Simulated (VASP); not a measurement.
A run of VASP 6.6.1 is set up as follows.

File INCAR:

```
SYSTEM = SrCl2
ALGO = Normal ; EDIFF = 1E-6
ENCUT = 520 ; GGA = CA
ISIF = 2 ; ISMEAR = -1
LASPH = .True. ; LCHARG = .True.
LELF = .True. ; LREAL = .False.
LVHAR = .True. ; LWAVE = .False.
NBANDS = 19 ; NELM = 60
PREC = Accurate ; SIGMA = 0.05
```

File KPOINTS:

```
k-points
0
Gamma
  7 7 7
  0 0 0
```

Contents of POSCAR:

```
SrCl2
1.0
    0.0000000000      3.4412043558      3.4412043558
    3.4412043558      0.0000000000      3.4412043558
    3.4412043558      3.4412043558      0.0000000000
Sr Cl
1 2
Direct
    0.0000000000      0.0000000000      0.0000000000
    0.7500000000      0.7500000000      0.7500000000
    0.2500000000      0.2500000000      0.2500000000
```

Potentials or basis: VASP PAW LDA potentials, release 64 (Sr_sv, Cl).

The run is started by

```bash
$ cat potpaw_LDA.64/Sr_sv/POTCAR potpaw_LDA.64/Cl/POTCAR > POTCAR
$ mpirun -np 1 vasp_std > vasp.out
```

(1) Estimate the band gap on the k mesh.

(2) Predict the pressure.

## Answers

(1) 5.08 eV (least direct gap 5.35 eV).

(2) -1.3 GPa.

Caveat: an odd mesh through Γ misses points on the zone boundary, where band edges can lie.
